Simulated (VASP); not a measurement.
# MgH2 (P4/mmm) in VASP: a series of runs

Runs on MgH2. Level: PBE. Tasks: single point.

All numbers are computed with VASP 6.6.1; they aren't measurements. Logs are shortened: lines on timing, memory, paths and dates and some standing lists are left out, and cuts for length are marked.

## (1) The cell of the first run

The structure is tetragonal, space group P4/mmm (No. 123). The conventional cell has a = 3.305 Å, b = 3.305 Å, c = 2.655 Å, α = 90.00°, β = 90.00°, γ = 90.00°. Within 2.8 Å of Mg (site symmetry 4/mmm) lie 8 H at 2.12 Å and 2 Mg at 2.66 Å. H (site symmetry mmm) has 4 Mg at 2.12 Å and 6 H at 2.34 to 2.66 Å within 2.8 Å.

## (2) Single point, PBE (atoms taken out)

INCAR reads:

```
PREC     = Accurate       # precision mode
ENCUT    = 520            # plane-wave cutoff, eV
EDIFF    = 1E-6           # SCF threshold, eV
ISMEAR   = 0              # smearing method
SIGMA    = 0.1            # smearing width, eV
LREAL    = F              # projectors in reciprocal space
LASPH    = T              # aspherical terms in the spheres
NELM     = 100            # most SCF steps
ALGO     = Normal         # electronic algorithm
ISIF     = 2              # what is computed and relaxed
LWAVE    = F              # write WAVECAR
LCHARG   = T              # write CHGCAR
GGA      = PE             # functional
LELF     = T              # ELF
LVHAR    = T            
NBANDS   = 9              # bands
```

KPOINTS reads:

```
Automatic mesh
0
Gamma
  4 4 6
```

POSCAR reads:

```
MgH2
1.0
    3.3047488680      0.0000000000      0.0000000000
    0.0000000000      3.3047488680      0.0000000000
    0.0000000000      0.0000000000      2.6551726308
Mg H
1 2
Direct
    0.0000000000      0.0000000000      0.0000000000
    0.5000000000      0.0000000000      0.5000000000
    0.0000000000      0.5000000000      0.5000000000
```

Potentials or basis: VASP PAW PBE potentials, release 64 (Mg, H).

On the command line:

```sh
$ cat potpaw_PBE.64/Mg/POTCAR potpaw_PBE.64/H/POTCAR > POTCAR
$ mpirun -np 1 vasp_std > vasp.out
```

OUTCAR:

```text
PREC = Accurate
   ENCUT = 520
   EDIFF = 1E-6
   ISMEAR = 0
   LREAL = F
   LASPH = T
   NELM = 100
   ISIF = 2
   GGA = PE

 ion  position               nearest neighbor table
   1  0.000  0.000  0.000-   2 2.12   3 2.12   2 2.12   3 2.12   3 2.12   3 2.12   2 2.12   2 2.12

   2  0.500  0.000  0.500-   1 2.12   1 2.12   1 2.12   1 2.12
   3  0.000  0.500  0.500-   1 2.12   1 2.12   1 2.12   1 2.12

  LATTYP: Found a simple tetragonal cell.
 ALAT       =     3.3047488680
 C/A-ratio  =     0.8034415736

  Lattice vectors:

 A1 = (   3.3047488680,   0.0000000000,   0.0000000000)
 A2 = (   0.0000000000,   3.3047488680,   0.0000000000)
 A3 = (   0.0000000000,   0.0000000000,   2.6551726308)

Analysis of symmetry for initial positions (statically):
=====================================================================
 Subroutine PRICEL returns:
 Original cell was already a primitive cell.

 Routine SETGRP: Setting up the symmetry group for a
 simple tetragonal supercell.

 Subroutine GETGRP returns: Found 16 space group operations
 (whereof 16 operations were pure point group operations)
 out of a pool of 16 trial point group operations.

The static configuration has the point symmetry D_4h.

Analysis of symmetry for dynamics (positions and initial velocities):
=====================================================================
 Subroutine PRICEL returns:
 Original cell was already a primitive cell.

 Routine SETGRP: Setting up the symmetry group for a
 simple tetragonal supercell.

 Subroutine GETGRP returns: Found 16 space group operations
 (whereof 16 operations were pure point group operations)
 out of a pool of 16 trial point group operations.

The dynamic configuration has the point symmetry D_4h.

 Subroutine INISYM returns: Found 16 space group operations
 (whereof 16 operations are pure point group operations),
 and found     1 'primitive' translations

----------------------------------------------------------------------------------------

                                     Primitive cell

  volume of cell :      28.9981

  direct lattice vectors                    reciprocal lattice vectors
     3.304748868  0.000000000  0.000000000     0.302594854  0.000000000  0.000000000
     0.000000000  3.304748868  0.000000000     0.000000000  0.302594854  0.000000000
     0.000000000  0.000000000  2.655172631     0.000000000  0.000000000  0.376623346

  length of vectors
     3.304748868  3.304748868  2.655172631     0.302594854  0.302594854  0.376623346

  position of ions in fractional coordinates (direct lattice)
     0.000000000  0.000000000  0.000000000
     0.500000000  0.000000000  0.500000000
     0.000000000  0.500000000  0.500000000

  ion indices of the primitive-cell ions
   primitive index   ion index
                 1           1
                 2           2
                 3           3

----------------------------------------------------------------------------------------

 KPOINTS: Automatic mesh

Automatic generation of k-mesh.
 Grid dimensions read from file:
 generate k-points for:    4    4    6

 Generating k-lattice:

  Cartesian coordinates                     Fractional coordinates (reciprocal lattice)
     0.075648713  0.000000000  0.000000000     0.250000000  0.000000000  0.000000000
     0.000000000  0.075648713  0.000000000     0.000000000  0.250000000  0.000000000
     0.000000000  0.000000000  0.062770558     0.000000000  0.000000000  0.166666667

  Length of vectors
     0.075648713  0.075648713  0.062770558

  Shift w.r.t. Gamma in fractional coordinates (k-lattice)
     0.000000000  0.000000000  0.000000000

 Subroutine IBZKPT returns following result:
 ===========================================

 Found     24 irreducible k-points:

 Following reciprocal coordinates:
            Coordinates               Weight
  0.000000  0.000000  0.000000      1.000000
  0.250000  0.000000  0.000000      4.000000
  0.500000  0.000000  0.000000      2.000000
  0.250000  0.250000  0.000000      4.000000
  0.500000  0.250000  0.000000      4.000000
  0.500000  0.500000  0.000000      1.000000
[... 16 lines left out ...]
  0.500000  0.250000  0.500000      4.000000
  0.500000  0.500000  0.500000      1.000000
   k-points           NKPTS =     24   k-points in BZ     NKDIM =     24   number of bands    NBANDS=      9
   number of dos      NEDOS =    301   number of ions     NIONS =      3
   total plane-waves  NPLWV =  15680
   dimension x,y,z NGX =    28 NGY =   28 NGZ =   20
   dimension x,y,z NGXF=    56 NGYF=   56 NGZF=   40
   ions per type =               1   2
   NGX,Y,Z   is equivalent  to a cutoff of  14.09, 14.09, 12.52 a.u.
   NGXF,Y,Z  is equivalent  to a cutoff of  28.17, 28.17, 25.04 a.u.
 SYSTEM =  unknown system
   PREC   = accura    normal or accurate (medium, high low for compatibility)
   ISTART =      0    job   : 0-new  1-cont  2-samecut
   ICHARG =      2    charge: 1-file 2-atom 10-const
   ISPIN  =      1    spin polarized calculation?
   LNONCOLLINEAR =      F non collinear calculations
   LSORBIT =      F    spin-orbit coupling
   LASPH  =      T    aspherical Exc in radial PAW
   ENCUT  =  520.0 eV  38.22 Ry    6.18 a.u.   6.14  6.14  4.94*2*pi/ulx,y,z
   NELM   =    100;   NELMIN=  2; NELMDL= -5     # of ELM steps
   EDIFF  = 0.1E-05   stopping-criterion for ELM
   LREAL  =      F    real-space projection
   EDIFFG = 0.1E-04   stopping-criterion for IOM
   NSW    =      0    number of steps for IOM
   IBRION =     -1    ionic relax: 0-MD 1-quasi-New 2-CG
   NFREE  =      0    steps in history (QN), initial steepest desc. (CG)
   ISIF   =      2    stress and relaxation
   ISYM   =      2    0-nonsym 1-usesym 2-fastsym
   POTIM  = 0.5000    time-step for ionic-motion
   TEBEG  =    0.0;   TEEND  =   0.0 temperature during run
   PSTRESS=    0.0 pullay stress
   NELECT =       4.0000    total number of electrons
   NUPDOWN=      -1.0000    fix difference up-down
   EMIN   =  10.00;   EMAX   =-10.00  energy-range for DOS
   EFERMI =   0.00;   METHOD = LEGACY
   ISMEAR =     0;   SIGMA  =   0.10  broadening in eV -4-tet -1-fermi 0-gaus
   EFERMI_NEDOS =   21; number of points for ismear=-14 and -15
   IALGO  =     38    algorithm
   IMIX   =      4    mixing-type and parameters
     AMIX     =   0.40;   BMIX     =  1.00
     AMIX_MAG =   1.60;   BMIX_MAG =  1.00
  volume/ion in A,a.u.               =       9.67        65.23
  Fermi-wavevector in a.u.,A,eV,Ry     =   0.845873  1.598467  9.734974  0.715500
  Thomas-Fermi vector in A             =   1.961130
   LORBIT       =      0    0 simple, 1 ext, 2 COOP (PROOUT), +10 PAW based schemes
   GGA     = PE    functional components
   LHFCALC =     F    Hartree Fock is set to
   AEXX    =    0.0000 exact exchange contribution
   IVDW    =     0    specifies the selected vdW correction
   LEPSILON=     F    determine dielectric tensor
   LRPA    =     F    only Hartree local field effects (RPA)
 non-spin polarized calculation
 Gauss-broadening in eV      SIGMA  =   0.10
  energy-cutoff  :      520.00
  volume of cell :       29.00
 maximum number of plane-waves:       804
 NGX is ok and might be reduce to    28
   NGX = 13   NGY = 13   NGZ =  9

 number of electron       3.9999997 magnetization

 Free energy of the ion-electron system (eV)
  ---------------------------------------------------
  ext. energy  EPLUGINS =         0.00000000
  ---------------------------------------------------
  free energy    TOTEN  =        -7.94990861 eV

  energy without entropy =       -7.94770760  energy(sigma->0) =       -7.94880811

 E-fermi :   1.9266     XC(G=0):  -8.6484

 val. band max:        1.7609251499   @ k =   0.2500   0.0000   0.5000
 cond. band min:       1.9569923338   @ k =   0.5000   0.5000   0.1667
 fundamental gap:      0.1960671840
 Fermi energy:         1.9266038382

 k-point     1 :       0.0000    0.0000    0.0000
  band No.  band energies     occupation
      1      -7.0381      2.00000
      2       1.1089      2.00000
      3       8.0152      0.00000
      4       8.0152      0.00000
      5      10.0975      0.00000
      6      13.5915      0.00000
      7      15.2033      0.00000
      8      18.5132      0.00000
      9      19.6389      0.00000

 k-point     2 :       0.2500    0.0000    0.0000
  band No.  band energies     occupation
      1      -6.2578      2.00000
      2      -0.7595      2.00000
      3       7.2907      0.00000
      4       8.7463      0.00000
      5      12.5641      0.00000
      6      13.9752      0.00000
      7      15.1288      0.00000
      8      15.8857      0.00000
      9      16.9041      0.00000

 k-point     3 :       0.5000    0.0000    0.0000
  band No.  band energies     occupation
      1      -4.3428      2.00000
      2      -3.6042      2.00000
      3       8.3907      0.00000
      4      10.3391      0.00000
      5      10.3595      0.00000
      6      11.9657      0.00000
      7      15.4108      0.00000
      8      17.8078      0.00000
      9      17.8500      0.00000

 k-point     4 :       0.2500    0.2500    0.0000
  band No.  band energies     occupation
      1      -5.4991      2.00000
      2      -1.1590      2.00000
      3       4.1493      0.00000
      4       8.9221      0.00000
      5      13.0601      0.00000
      6      14.3628      0.00000
      7      16.5455      0.00000
      8      17.1909      0.00000
      9      19.7427      0.00000

 k-point     5 :       0.5000    0.2500    0.0000
  band No.  band energies     occupation
      1      -3.6404      2.00000
      2      -3.1258      2.00000
      3       4.0709      0.00000
      4       6.1529      0.00000
      5      15.3964      0.00000
      6      15.8625      0.00000
      7      16.5196      0.00000
      8      18.3437      0.00000
      9      18.6357      0.00000

 k-point     6 :       0.5000    0.5000    0.0000
  band No.  band energies     occupation
      1      -2.4907      2.00000
      2      -2.4907      2.00000
      3       1.4147      2.00000
      4       3.9836      0.00000
      5      16.9389      0.00000
      6      16.9389      0.00000
      7      19.3924      0.00000
      8      19.3924      0.00000
      9      19.7631      0.00000
[... 169 lines left out ...]
 k-point    21 :       0.5000    0.0000    0.5000
  band No.  band energies     occupation
      1      -1.4088      2.00000
      2      -0.8240      2.00000
      3       4.4516      0.00000
      4       4.4630      0.00000
      5      10.7930      0.00000
      6      13.2406      0.00000
      7      15.1079      0.00000
      8      16.3277      0.00000
      9      16.9106      0.00000

 k-point    22 :       0.2500    0.2500    0.5000
  band No.  band energies     occupation
      1      -2.4996      2.00000
      2       1.2600      2.00000
      3       2.8449      0.00000
      4       7.4504      0.00000
      5       7.9345      0.00000
      6      11.2079      0.00000
      7      13.4636      0.00000
      8      16.0454      0.00000
      9      16.7075      0.00000

 k-point    23 :       0.5000    0.2500    0.5000
  band No.  band energies     occupation
      1      -0.8720      2.00000
      2      -0.4798      2.00000
      3       5.1669      0.00000
      4       5.2076      0.00000
      5       6.8179      0.00000
      6      11.2670      0.00000
      7      12.2002      0.00000
      8      12.6191      0.00000
      9      18.8204      0.00000

 k-point    24 :       0.5000    0.5000    0.5000
  band No.  band energies     occupation
      1      -0.0744      2.00000
      2      -0.0744      2.00000
      3       4.5352      0.00000
      4       6.4736      0.00000
      5       6.4736      0.00000
      6       9.2950      0.00000
      7       9.3208      0.00000
      8      10.0196      0.00000
      9      24.5486      0.00000

------------------------ aborting loop because EDIFF is reached ----------------------------------------

  FORCE on cell =-STRESS in cart. coord.  units (eV):
  Direction    XX          YY          ZZ          XY          YZ          ZX
  --------------------------------------------------------------------------------------
  -------------------------------------------------------------------------------------
  Total       -0.0757286     -0.0757286     -0.0341790      0.0000000      0.0000000      0.0000000
  in kB       -4.1840878     -4.1840878     -1.8884281      0.0000000      0.0000000      0.0000000
  external PRESSURE =      -3.4188679 kB  Pullay stress =       0.0000000 kB

 VOLUME and BASIS-vectors are now :
 -----------------------------------------------------------------------------
  energy-cutoff  :      520.00
  volume of cell :       29.00
      direct lattice vectors                 reciprocal lattice vectors
     3.304748868  0.000000000  0.000000000     0.302594854  0.000000000  0.000000000
     0.000000000  3.304748868  0.000000000     0.000000000  0.302594854  0.000000000
     0.000000000  0.000000000  2.655172631     0.000000000  0.000000000  0.376623346

 POSITION                                       TOTAL-FORCE (eV/Angst)
 -----------------------------------------------------------------------------------
      0.00000      0.00000      0.00000         0.000000      0.000000      0.000000
      1.65237      0.00000      1.32759         0.000000      0.000000      0.000000
      0.00000      1.65237      1.32759         0.000000      0.000000      0.000000
 -----------------------------------------------------------------------------------
    total drift:                                0.000000      0.000000      0.000000

  FREE ENERGIE OF THE ION-ELECTRON SYSTEM (eV)
  ---------------------------------------------------
  free  energy   TOTEN  =        -7.9499086123 eV

  energy  without entropy=       -7.9477076000  energy(sigma->0) =       -7.94880811
```

It took 5 s on 1 thread of Intel Xeon Platinum 8488C (Sapphire Rapids), shared host; peak memory 0.14 GiB.

Results:

| Quantity | Value |
| --- | --- |
| Free energy | -7.9499 eV |
| Pressure | -0.3 GPa |
| Band gap on the k mesh | zero (bands 2 and 3 overlap by 1.23 eV) |

Stress tensor (GPa, compression positive):
```
-0.42  0.00  0.00
 0.00 -0.42  0.00
 0.00  0.00 -0.19
```

Caveat: the k points lie up to 0.48 Å⁻¹ apart, too coarse for converged energies and pressures of a metal; the cell differs from its parent crystal (atoms taken out).

(Part 1 of 2 ends here.)
